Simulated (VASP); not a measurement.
# Cu2NiIrRh2Au6 (P1) in VASP: a series of runs

Runs on Cu2NiIrRh2Au6. Level: PBE. Tasks: single point.

Program: VASP 6.6.1. These are calculated values, not measurements. Logs are shortened: lines on timing, memory, paths and dates and some standing lists are left out, and cuts for length are marked.

**1. The cell of the first run**

The typed cell holds 12 atoms: a = 5.608 Å, b = 5.640 Å, c = 6.828 Å, α = 90.04°, β = 91.07°, γ = 120.24°.

**2. Single point, PBE, collinear spin, ferromagnetic start**

The input, INCAR:

```
PREC = Accurate
ENCUT = 520
EDIFF = 1E-6
ISMEAR = 0
SIGMA = 0.1
LREAL = False
LASPH = True
NELM = 150
ALGO = Normal
ISIF = 2
LWAVE = False
LCHARG = False
ISPIN = 2
MAGMOM = 2 0 0 0 0 0 0 0 0 0 0 0
LORBIT = 11
LMAXMIX = 4
GGA = PE
NBANDS = 84
ISYM = 0
```

The input, KPOINTS:

```
Automatic mesh
0
Gamma
  3 3 2
  0 0 0.5
```

The input, POSCAR:

```
Cu2NiIrRh2Au6
1.0
   -3.9264050406     -4.0038872381      0.0127342617
    0.0033456114      3.9878073651      3.9881776617
   -3.8807563257      3.9709727849     -3.9746886929
Ni Cu Rh Ir Au
1 2 2 1 6
Direct
    0.8242901611      0.1623791960      0.6707236364
    0.8408494543      0.6697393053      0.6596990477
    0.1723640691      0.8343125457      0.3396457898
    0.4969983509     -0.0043993776      0.9817350722
    0.3335595588      0.1573760213      0.6668119919
    0.3342862658      0.6789760675      0.6682592076
   -0.0003299044      0.9972850942     -0.0053262035
    0.6653709830      0.3315543326      0.3392798298
    0.1606567905      0.3299670415      0.3503822216
    0.5020809210      0.4991779031     -0.0142265003
    0.9978064594      0.4975389078      0.9920703599
    0.6656347639      0.8328260700      0.3414168830
```

Potentials or basis: VASP PAW PBE potentials, release 64 (Ni, Cu, Rh_pv, Ir, Au).

Started as:

```sh
$ cat potpaw_PBE.64/Ni/POTCAR potpaw_PBE.64/Cu/POTCAR potpaw_PBE.64/Rh_pv/POTCAR potpaw_PBE.64/Ir/POTCAR potpaw_PBE.64/Au/POTCAR > POTCAR
$ mpirun -np 1 vasp_std > vasp.out
```

OUTCAR:

```text
PREC = Accurate
   ENCUT = 520
   EDIFF = 1E-6
   ISMEAR = 0
   LREAL = False
   LASPH = True
   NELM = 150
   ISIF = 2
   ISPIN = 2
   LORBIT = 11
   GGA = PE
   ISYM = 0

 ion  position               nearest neighbor table
   1  0.824  0.162  0.671-   4 2.68  11 2.72   6 2.73   5 2.74  12 2.75   7 2.75   9 2.76   8 2.76
                             2 2.82   2 2.83   5 2.87   6 2.88
   2  0.841  0.670  0.660-  12 2.71   8 2.72   3 2.74   6 2.74   5 2.75  11 2.77   7 2.77  10 2.79
                             1 2.82   1 2.83   5 2.86   6 2.87
   3  0.172  0.834  0.340-   6 2.71   5 2.72   2 2.74  12 2.77   8 2.77   9 2.81   8 2.83   9 2.83
                            12 2.84   7 2.85  11 2.87   4 2.94
   4  0.497  0.996  0.982-   6 2.62   5 2.66   1 2.68  11 2.80   7 2.80  11 2.81   7 2.81  10 2.81
                            10 2.83   8 2.92  12 2.93   3 2.94
   5  0.334  0.157  0.667-   4 2.66   6 2.70   3 2.72   9 2.73  10 2.73   1 2.74   2 2.75   8 2.78
                             7 2.79   2 2.86   1 2.87   6 2.94
   6  0.334  0.679  0.668-   4 2.62   5 2.70   3 2.71   1 2.73  10 2.74   2 2.74   9 2.74  11 2.78
                            12 2.78   2 2.87   1 2.88   5 2.94
   7  1.000  0.997  0.995-   1 2.75   2 2.77  10 2.79   5 2.79   4 2.80  11 2.81   4 2.81  10 2.82
                            11 2.83   3 2.85  12 2.90   9 2.91
   8  0.665  0.332  0.339-   2 2.72   1 2.76   3 2.77   9 2.78   5 2.78  12 2.81  12 2.83   9 2.83
                             3 2.83  10 2.89  11 2.90   4 2.92
   9  0.161  0.330  0.350-   5 2.73   6 2.74   1 2.76  12 2.78   8 2.78   3 2.81  12 2.83   8 2.83
                             3 2.83   7 2.91  11 2.92  10 3.02
  10  0.502  0.499  0.986-   5 2.73   6 2.74  11 2.78   7 2.79   2 2.79   4 2.81   7 2.82  11 2.82
                             4 2.83   8 2.89  12 2.91   9 3.02
  11  0.998  0.498  0.992-   1 2.72   2 2.77   6 2.78  10 2.78   4 2.80   4 2.81   7 2.81  10 2.82
                             7 2.83   3 2.87   8 2.90   9 2.92
  12  0.666  0.833  0.341-   2 2.71   1 2.75   3 2.77   6 2.78   9 2.78   8 2.81   9 2.83   8 2.83
                             3 2.84   7 2.90  10 2.91   4 2.93

IMPORTANT INFORMATION: All symmetrisations will be switched off!
NOSYMM: (Re-)initialisation of all symmetry stuff for point group C_1.

----------------------------------------------------------------------------------------

                                     Primitive cell

  volume of cell :     186.5297

  direct lattice vectors                    reciprocal lattice vectors
    -3.926405041 -4.003887238  0.012734262    -0.169877731 -0.082902884  0.083037694
     0.003345611  3.987807365  3.988177662    -0.085046189  0.083931183  0.166889040
    -3.880756326  3.970972785 -3.974688693    -0.085879072  0.083950414 -0.083870577

  length of vectors
     5.607845551  5.639874097  6.828399866     0.206462079  0.205254109  0.146482630

  position of ions in fractional coordinates (direct lattice)
     0.824290161  0.162379196  0.670723636
     0.840849454  0.669739305  0.659699048
     0.172364069  0.834312546  0.339645790
     0.496998351  0.995600622  0.981735072
     0.333559559  0.157376021  0.666811992
     0.334286266  0.678976068  0.668259208
     0.999670096  0.997285094  0.994673797
     0.665370983  0.331554333  0.339279830
     0.160656790  0.329967041  0.350382222
     0.502080921  0.499177903  0.985773500
     0.997806459  0.497538908  0.992070360
     0.665634764  0.832826070  0.341416883

  ion indices of the primitive-cell ions
   primitive index   ion index
                 1           1
                 2           2
                 3           3
                 4           4
                 5           5
                 6           6
                 7           7
                 8           8
                 9           9
                10          10
                11          11
                12          12

----------------------------------------------------------------------------------------

 KPOINTS: Automatic mesh

Automatic generation of k-mesh.
 Grid dimensions read from file:
 generate k-points for:    3    3    2

 Generating k-lattice:

  Cartesian coordinates                     Fractional coordinates (reciprocal lattice)
    -0.056625910 -0.027634295  0.027679231     0.333333333  0.000000000  0.000000000
[... 42 lines left out ...]
   NELM   =    150;   NELMIN=  2; NELMDL= -5     # of ELM steps
   EDIFF  = 0.1E-05   stopping-criterion for ELM
   LREAL  =      F    real-space projection
   EDIFFG = 0.1E-04   stopping-criterion for IOM
   NSW    =      0    number of steps for IOM
   IBRION =     -1    ionic relax: 0-MD 1-quasi-New 2-CG
   NFREE  =      0    steps in history (QN), initial steepest desc. (CG)
   ISIF   =      2    stress and relaxation
   ISYM   =      0    0-nonsym 1-usesym 2-fastsym
   POTIM  = 0.5000    time-step for ionic-motion
   TEBEG  =    0.0;   TEEND  =   0.0 temperature during run
   PSTRESS=    0.0 pullay stress
   NELECT =     137.0000    total number of electrons
   NUPDOWN=      -1.0000    fix difference up-down
   EMIN   =  10.00;   EMAX   =-10.00  energy-range for DOS
   EFERMI =   0.00;   METHOD = LEGACY
   ISMEAR =     0;   SIGMA  =   0.10  broadening in eV -4-tet -1-fermi 0-gaus
   EFERMI_NEDOS =   21; number of points for ismear=-14 and -15
   IALGO  =     38    algorithm
   IMIX   =      4    mixing-type and parameters
     AMIX     =   0.40;   BMIX     =  1.00
     AMIX_MAG =   1.60;   BMIX_MAG =  1.00
  volume/ion in A,a.u.               =      15.54       104.90
  Fermi-wavevector in a.u.,A,eV,Ry     =   1.477063  2.791244 29.684039  2.181715
  Thomas-Fermi vector in A             =   2.591513
   LORBIT       =     11    0 simple, 1 ext, 2 COOP (PROOUT), +10 PAW based schemes
   GGA     = PE    functional components
   LHFCALC =     F    Hartree Fock is set to
   AEXX    =    0.0000 exact exchange contribution
   IVDW    =     0    specifies the selected vdW correction
   LEPSILON=     F    determine dielectric tensor
   LRPA    =     F    only Hartree local field effects (RPA)
 spin polarized calculation
 Gauss-broadening in eV      SIGMA  =   0.10
  energy-cutoff  :      520.00
  volume of cell :      186.53
 maximum number of plane-waves:      5033
 NGX is ok and might be reduce to    42
   NGX = 21   NGY = 21   NGZ = 25

 number of electron     136.9999996 magnetization       1.0580194

 Free energy of the ion-electron system (eV)
  ---------------------------------------------------
  ext. energy  EPLUGINS =         0.00000000
  ---------------------------------------------------
  free energy    TOTEN  =       -54.17592834 eV

  energy without entropy =      -54.12621462  energy(sigma->0) =      -54.15107148

 E-fermi :   8.8216     XC(G=0): -12.7872

 val. band max:        8.7827092807   @ k =  -0.0000  -0.3333   0.2500
 cond. band min:       8.8391273026   @ k =  -0.3333  -0.3333   0.2500
 fundamental gap:      0.0564180219
 Fermi energy:         8.8216243337

 spin component 1

 k-point     1 :       0.0000    0.0000    0.2500
  band No.  band energies     occupation
      1     -37.4122      1.00000
      2     -37.2694      1.00000
      3     -37.1873      1.00000
      4     -37.1155      1.00000
      5     -37.0887      1.00000
      6     -37.0219      1.00000
[... 736 lines left out ...]
     79      14.6717      0.00000
     80      14.8632      0.00000
 Fermi energy:         8.8216243337

 spin component 2

 k-point     1 :       0.0000    0.0000    0.2500
  band No.  band energies     occupation
      1     -37.2372      1.00000
      2     -37.1094      1.00000
      3     -36.9976      1.00000
      4     -36.9648      1.00000
      5     -36.9189      1.00000
      6     -36.8050      1.00000
[... 736 lines left out ...]
     79      14.7100      0.00000
     80      14.8997      0.00000
 [bands above 80 left out]

------------------------ aborting loop because EDIFF is reached ----------------------------------------

  FORCE on cell =-STRESS in cart. coord.  units (eV):
  Direction    XX          YY          ZZ          XY          YZ          ZX
  --------------------------------------------------------------------------------------
  -------------------------------------------------------------------------------------
  Total       -0.0999337     -0.1051999     -0.1353635     -0.0288320      0.0302201      0.0145647
  in kB       -0.8583697     -0.9036038     -1.1626906     -0.2476494      0.2595724      0.1251018
  external PRESSURE =      -0.9748880 kB  Pullay stress =       0.0000000 kB

 VOLUME and BASIS-vectors are now :
 -----------------------------------------------------------------------------
  energy-cutoff  :      520.00
  volume of cell :      186.53
      direct lattice vectors                 reciprocal lattice vectors
    -3.926405041 -4.003887238  0.012734262    -0.169877731 -0.082902884  0.083037694
     0.003345611  3.987807365  3.988177662    -0.085046189  0.083931183  0.166889040
    -3.880756326  3.970972785 -3.974688693    -0.085879072  0.083950414 -0.083870577

 POSITION                                       TOTAL-FORCE (eV/Angst)
 -----------------------------------------------------------------------------------
     -5.83887      0.01060     -2.00782         0.018302     -0.001130     -0.014498
     -5.85941      1.92377      0.05965         0.008857      0.005775      0.000356
     -1.99206      3.98568      1.97960         0.009497      0.003290     -0.003312
     -5.75796      5.87878      0.07487        -0.008369      0.015849      0.000954
     -3.89690      1.93994     -2.01848        -0.022047      0.006435      0.026120
     -3.90362      4.02282      0.05601        -0.013440     -0.030896     -0.001216
     -7.78186      3.92424      0.03656        -0.004831      0.001862      0.002884
     -3.92807      0.00538     -0.01776         0.003580     -0.004496      0.004392
     -1.98945      2.06395     -0.07465         0.008072      0.005312     -0.007394
     -5.79525      3.89483     -1.92094        -0.013202      0.008701     -0.010764
     -7.76611      1.92847     -1.94619         0.005638     -0.004756     -0.004234
     -3.93572      2.01178      1.97291         0.007942     -0.005944      0.006711
 -----------------------------------------------------------------------------------
    total drift:                               -0.000153      0.000173     -0.000491

  FREE ENERGIE OF THE ION-ELECTRON SYSTEM (eV)
  ---------------------------------------------------
  free  energy   TOTEN  =       -54.1759283353 eV

  energy  without entropy=      -54.1262146177  energy(sigma->0) =      -54.15107148

 total charge

# of ion       s       p       d       tot
------------------------------------------
    1        0.383   0.344   8.323   9.051
    2        0.371   0.301   9.191   9.863
    3        0.363   0.291   9.202   9.856
    4        0.335   6.208   7.153  13.697
    5        0.340   6.215   7.121  13.676
    6        0.618   0.490   6.958   8.065
    7        0.586   0.397   8.721   9.705
    8        0.581   0.387   8.723   9.691
    9        0.587   0.399   8.720   9.706
   10        0.591   0.423   8.700   9.715
   11        0.587   0.410   8.712   9.708
   12        0.580   0.398   8.714   9.692
--------------------------------------------------
tot          5.922  16.264 100.239 122.425

 magnetization (x)

# of ion       s       p       d       tot
------------------------------------------
    1       -0.001  -0.002   0.318   0.315
    2       -0.002  -0.004   0.027   0.021
    3       -0.002  -0.002   0.006   0.003
    4       -0.000   0.001   0.188   0.188
    5        0.000  -0.000   0.258   0.258
    6        0.002  -0.001   0.259   0.259
    7       -0.002  -0.004   0.013   0.007
    8       -0.001  -0.002   0.007   0.004
    9       -0.001  -0.002   0.011   0.008
   10       -0.001  -0.003   0.002  -0.002
   11       -0.002  -0.003   0.015   0.010
   12       -0.001  -0.002   0.012   0.009
--------------------------------------------------
tot         -0.010  -0.023   1.116   1.082
```

It took 16 min on 1 thread of Intel Xeon Platinum 8259CL at 2.50GHz (Skylake/Cascade Lake), shared host; peak memory 0.51 GiB.

What came out:

```yaml
Free_energy: -54.1759 eV
Pressure: -0.1 GPa
Largest_force: 0.035 eV/Å
Net_moment: 1.06 μB per cell
Site_moments: Ni +0.32; Cu +0.02, +0.00; Rh +0.19, +0.26; Ir +0.26; Au +0.01, +0.00, -0.00 μB
Valence_electrons_inside_the_program's_atomic_spheres: Ni 9.05; Cu 9.86; Rh 13.70, 13.68; Ir 8.06; Au 9.71, 9.69
```

Forces on the atoms (eV/Å):
```
Ni   0.018 -0.001 -0.014
Cu   0.009  0.006  0.000
Cu   0.009  0.003 -0.003
Rh  -0.008  0.016  0.001
Rh  -0.022  0.006  0.026
Ir  -0.013 -0.031 -0.001
Au  -0.005  0.002  0.003
Au   0.004 -0.004  0.004
Au   0.008  0.005 -0.007
Au  -0.013  0.009 -0.011
Au   0.006 -0.005 -0.004
Au   0.008 -0.006  0.007
```

Caveat: the k points lie up to 0.46 Å⁻¹ apart; spin-orbit coupling is left out, which moves the levels of the heavy elements.

**3. Single point, PBE, collinear spin, ferromagnetic start**

This run uses another cell than the first one, of 15.50 Å³/atom, 0.997 times its volume.

The input, INCAR:

```
PREC     = Accurate       # precision mode
ENCUT    = 520            # plane-wave cutoff, eV
EDIFF    = 1E-7           # SCF threshold, eV
ISMEAR   = 0              # smearing method
SIGMA    = 0.1            # smearing width, eV
LREAL    = F              # projectors in reciprocal space
LASPH    = T              # aspherical terms in the spheres
NELM     = 150            # most SCF steps
ALGO     = Normal         # electronic algorithm
ISIF     = 2              # what is computed and relaxed
LWAVE    = F              # write WAVECAR
LCHARG   = F              # write CHGCAR
ISPIN    = 2              # spin polarisation
MAGMOM   = 2 0 0 0 0 0 0 0 0 0 0 0 # initial moments
LORBIT   = 11             # projections on sites
LMAXMIX  = 4              # l up to which the mixer works
GGA      = PE             # functional
ISYM     = 0            
NBANDS   = 84             # bands
```

KPOINTS is that of step 2.

The input, POSCAR:

```
Cu2NiIrRh2Au6
1.0
   -3.9698272426     -3.9883788185      0.0277075944
    0.0185595525      3.9421116716      3.9349610961
   -3.9235848526      3.9698440229     -3.9812530000
Ni Cu Rh Ir Au
1 2 2 1 6
Direct
    0.3375004345      0.6658720095      0.6732057841
    0.6542459833      0.8339363895      0.3289547061
    0.1864049658      0.8390844323      0.3380875010
    0.1838891818      0.3584044360      0.3431032965
    0.4906069148      0.5014941275      0.0031087568
    0.4944206096     -0.0116782448     -0.0027572176
   -0.0038614046      0.9946569471      0.0221681792
    0.8274666048      0.1588546749      0.6555676933
    0.3317261651      0.1656023323      0.6677029778
    0.6664296302      0.3355487025      0.3204221854
    0.0030275928      0.5002344576     -0.0027508113
    0.8347112176      0.6698921339      0.6506540932
```

Potentials or basis: VASP PAW PBE potentials, release 64 (Ni, Cu, Rh_pv, Ir, Au).

Started as:

```sh
$ cat potpaw_PBE.64/Ni/POTCAR potpaw_PBE.64/Cu/POTCAR potpaw_PBE.64/Rh_pv/POTCAR potpaw_PBE.64/Ir/POTCAR potpaw_PBE.64/Au/POTCAR > POTCAR
$ mpirun -np 1 vasp_std > vasp.out
```

Run time: 8 min. Hardware: 1 thread of Intel Xeon 6975P-C (Granite Rapids), shared host; peak memory 0.51 GiB.

Results (log left out):

- Free energy: -53.8906 eV
- Pressure: -0.1 GPa
- Largest force: 0.021 eV/Å
- Net moment: 0.91 μB per cell
- Site moments: Ni +0.28; Cu +0.02, +0.01; Rh +0.20, +0.24; Ir +0.14; Au +0.00, +0.01 μB
- Valence electrons inside the program's atomic spheres: Ni 9.05; Cu 9.88, 9.86; Rh 13.68, 13.67; Ir 8.08; Au 9.70, 9.71, 9.69

Forces in eV/Å, atoms in the order of the input:
```
Ni  -0.001  0.003 -0.005
Cu  -0.007 -0.007 -0.001
Cu   0.007  0.007 -0.001
Rh   0.004 -0.008 -0.005
Rh  -0.006 -0.004 -0.001
Ir   0.011 -0.009  0.015
Au   0.005 -0.002  0.008
Au  -0.003 -0.002  0.001
Au   0.005  0.007  0.004
Au  -0.008  0.005 -0.009
Au  -0.002  0.004  0.003
Au  -0.006  0.006 -0.009
```

Levels at points of the mesh, in eV from the Fermi level:
Spin up:
```
           k point  band 67  band 68  band 69  band 70  band 71  band 72
(0.00, 0.00, 0.25)    -0.03     0.35     0.59     0.74     0.78     0.81
```
Spin down:
```csv
k point,band 64,band 65,band 66,band 67,band 68,band 69,band 70,band 71,band 72,band 73
"(0.00, 0.00, 0.25)",-0.34,-0.26,-0.12,0.17,0.46,0.66,0.81,0.84,0.88,1.78
```

Caveat: the k points lie up to 0.46 Å⁻¹ apart; spin-orbit coupling is left out, which moves the levels of the heavy elements.
